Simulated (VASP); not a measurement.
## CdInS2O: single point with PBE

CdInS2O:

```
Cd In S O
1.0
     5.15848    0.00000    0.00000
     0.00000    5.15848    0.00000
     0.00000    0.00000    3.98854
Cd In S O
1 1 2 1
Direct
  0.50000 0.50000 0.50000
  0.00000 0.00000 0.00000
  0.50000 0.00000 0.00000
  0.00000 0.50000 0.00000
  0.00000 0.00000 0.50000
```

- Program: VASP 6.6.1
- Task: single point
- Functional: PBE
- Potentials or basis: VASP PAW PBE potentials, release 64 (Cd, In_d, S, O)
- Cutoff: 520 eV
- k mesh: 4 × 4 × 4
- Occupations: gaussian, width 0.1 eV
- Spin: collinear spin, ferromagnetic start
- Starting moments: [0.0, 0.0, 0.0, 0.0, 1.0] μB

```json
{
 "Pressure": "0.1 GPa",
 "Net moment": "-0.90 μB per cell",
 "Site moments": "Cd +0.02; In +0.00; S -0.18; O -0.30 μB",
 "Valence electrons inside the program's atomic spheres": "Cd 10.04; In 11.47; S 3.66; O 4.96"
}
```

Stress tensor (GPa, compression positive):
```
0.03 0.00 0.00
0.00 0.03 0.00
0.00 0.00 0.36
```

Levels at points of the mesh, in eV from the Fermi level:
Spin up:
| k point | band 17 | band 18 | band 19 | band 20 | band 21 | band 22 | band 23 | band 24 | band 25 | band 26 |
| --- | --- | --- | --- | --- | --- | --- | --- | --- | --- | --- |
| (0.00, 0.00, 0.00) | -1.00 | -1.00 | -0.94 | -0.35 | -0.01 | -0.01 | 0.16 | 1.25 | 6.96 | 6.96 |
| (0.50, 0.00, 0.00) | -2.84 | -1.65 | -1.00 | -0.25 | -0.05 | 0.06 | 1.76 | 4.12 | 5.11 | 7.13 |
| (0.50, 0.50, 0.00) | -1.25 | -1.25 | -0.03 | -0.03 | 0.05 | 0.25 | 2.82 | 4.82 | 4.82 | 6.18 |
| (0.00, 0.00, 0.50) | -3.01 | -0.92 | -0.80 | -0.80 | -0.35 | -0.35 | 2.69 | 3.09 | 4.83 | 4.83 |
| (0.50, 0.00, 0.50) | -1.89 | -1.76 | -0.88 | -0.72 | 0.07 | 0.23 | 1.57 | 4.62 | 4.92 | 6.41 |
| (0.50, 0.50, 0.50) | -2.40 | -0.60 | 0.18 | 0.27 | 0.27 | 0.28 | 0.28 | 5.42 | 5.42 | 5.79 |
Spin down:
| k point | band 20 | band 21 | band 22 | band 23 | band 24 | band 25 |
| --- | --- | --- | --- | --- | --- | --- |
| (0.00, 0.00, 0.00) | -0.71 | -0.48 | -0.48 | -0.23 | 1.17 | 6.89 |
| (0.50, 0.00, 0.00) | -0.61 | -0.57 | -0.32 | 1.71 | 4.05 | 5.02 |
| (0.50, 0.50, 0.00) | -0.41 | -0.22 | 0.12 | 2.79 | 4.77 | 4.77 |
| (0.00, 0.00, 0.50) | -1.27 | -0.49 | -0.49 | 2.56 | 3.08 | 4.78 |
| (0.50, 0.00, 0.50) | -0.99 | -0.45 | -0.07 | 1.41 | 4.63 | 4.91 |
| (0.50, 0.50, 0.50) | -0.29 | -0.10 | -0.04 | 0.15 | 5.37 | 5.37 |

It took 2.4 min on 1 thread of Oxide Virtual Turin-like Processor (shared host), peak memory 0.27 GiB.

Caveat: the k points lie up to 0.39 Å⁻¹ apart; a moment this small can come from the mesh or the smearing; spin-orbit coupling is left out, which moves the levels of the heavy elements.
